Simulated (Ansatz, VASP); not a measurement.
**MoS2: VASP beside Ansatz**

Contents of INCAR:

```
SYSTEM = MoS2
  PREC = Accurate
  ENCUT = 520
  EDIFF = 1E-6
  ISMEAR = 0
  SIGMA = 0.05
  LREAL = .False.
  LASPH = .True.
  NELM = 60
  ALGO = Normal
  ISIF = 2
  LWAVE = .False.
  LCHARG = .False.
  GGA = PE
  IVDW = 12
  NBANDS = 35
```

File KPOINTS:

```
regular mesh
0
Gamma
  12 12 4
  0 0 0
```

The input POSCAR:

```
MoS2
1.0
    3.1493479319      0.0000000000      0.0000000000
   -1.5746739660      2.7274153144      0.0000000000
    0.0000000000      0.0000000000     11.2249000000
Mo S
2 4
Direct
    0.6666666667      0.3333333333      0.2501439769
    0.3333333333      0.6666666667      0.7498560231
    0.3333333333      0.6666666667      0.3795985159
    0.6666666667      0.3333333333      0.8793132861
    0.3333333333      0.6666666667      0.1206867139
    0.6666666667      0.3333333333      0.6204014841
```

Input for Ansatz:

```yaml
crystal:
  lattice:
    - [3.1493479319, 0.0, 0.0]
    - [-1.574673966, 2.7274153144, 0.0]
    - [0.0, 0.0, 11.2249]
  atoms:
    - { symbol: Mo, position: [0.6666666667, 0.3333333333, 0.2501439769] }
    - { symbol: Mo, position: [0.3333333333, 0.6666666667, 0.7498560231] }
    - { symbol: S, position: [0.3333333333, 0.6666666667, 0.3795985159] }
    - { symbol: S, position: [0.6666666667, 0.3333333333, 0.8793132861] }
    - { symbol: S, position: [0.3333333333, 0.6666666667, 0.1206867139] }
    - { symbol: S, position: [0.6666666667, 0.3333333333, 0.6204014841] }
basis:
  ecutwfc: 420
kpoints:
  mp_grid: { grid: [12, 12, 4] }
hamiltonian:
  xc: pbe
  pseudopotentials: { kind: paw, azcp: { folder: soft_1 } }
  dispersion: d3bj
scf:
  occupations: { method: gaussian, width: 0.05 }
output:
  forces: true
  stress: true
  eigenvalues: true
```

Alike in both runs: task single point; functional PBE; dispersion D3(BJ); k mesh 12 × 12 × 4; occupations gaussian, width 0.05 eV; no spin polarisation.

|  | VASP | Ansatz |
| --- | --- | --- |
| version | VASP 6.6.1 | Ansatz 0.2.0 |
| potentials or method | VASP PAW PBE potentials, release 64 (Mo_sv, S), cutoff 520 eV | scalar-relativistic, plane waves, PAW |
| valence electrons in the cell | 52 | 52 |

Ansatz gave:

| Quantity | Value |
| --- | --- |
| pressure (GPa) | 14.9 |
| traceless stress, the component that is largest in VASP (GPa) | 11.26 |
| rms of the force components (eV/Å) | 1.079 |

Problem. Estimate VASP's values.

Solution. Pressure (GPa): 14.7; traceless stress, the component that is largest in VASP (GPa): 11.24; rms of the force components (eV/Å): 1.067.

Atom by atom the forces differ by 0.012 eV/Å (rms over components).
